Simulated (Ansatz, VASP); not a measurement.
# One calculation of Mn, two programs

```
Mn
1.0
     2.48352    0.00000    0.00000
    -1.24176    2.15079    0.00000
     0.00000    0.00000    4.01345
Mn
2
Direct
  0.33333 0.66667 0.25000
  0.66667 0.33333 0.75000
```

Alike in both runs: task single point; functional PBE; k mesh 24 × 24 × 13; occupations fermi-dirac, width 0.1 eV; no spin polarisation.

|  | VASP | Ansatz |
| --- | --- | --- |
| version | VASP 6.6.1 | Ansatz 0.2.0 |
| potentials or method | VASP PAW PBE potentials, release 64 (Mn_pv), cutoff 520 eV | plane waves (420 eV) with PAW, scalar-relativistic |
| valence electrons in the cell | 26 | 30 |

Ansatz gave:

```
pressure (GPa)                                                : 0.0
traceless stress, the component that is largest in VASP (GPa) : -0.01
```

Q: Estimate VASP's values.

A: Pressure (GPa): 0.0; traceless stress, the component that is largest in VASP (GPa): -0.10.

VASP's potentials hold 26 valence electrons a cell and Ansatz's 30, so a difference there can come from the potentials and not from the codes.
